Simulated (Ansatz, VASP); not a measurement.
## One calculation of C, two programs

```
CELL_PARAMETERS angstrom
0.00000 1.77683 1.77683
1.77683 0.00000 1.77683
1.77683 1.77683 0.00000
ATOMIC_POSITIONS crystal
C 0.00000 0.00000 0.00000
C 0.25000 0.25000 0.25000
```

Alike in both runs: functional PBEsol; k mesh 12 × 12 × 12; occupations gaussian, width 0.02 eV; no spin polarisation.

Ansatz relaxed the structure, and its values are those at the end. VASP's run is a single point on that final structure, the one shown.

```csv
,VASP,Ansatz
version,VASP 6.6.1,Ansatz 0.2.0
potentials or method,"VASP PAW PBE potentials, release 64 (C), cutoff 600 eV","scalar-relativistic, plane waves, PAW"
valence electrons in the cell,8,8
```

```tsv
	VASP	Ansatz	Ansatz less VASP
gap on the k mesh at the Fermi level (eV)	4.06	4.07	+0.006
least direct gap on the mesh (eV)	5.57	5.57	0.000
pressure (GPa)	0.5	0.0	-0.49
```

VASP's potentials were made for PBE, not for PBEsol, and Ansatz warns of the same on its side.
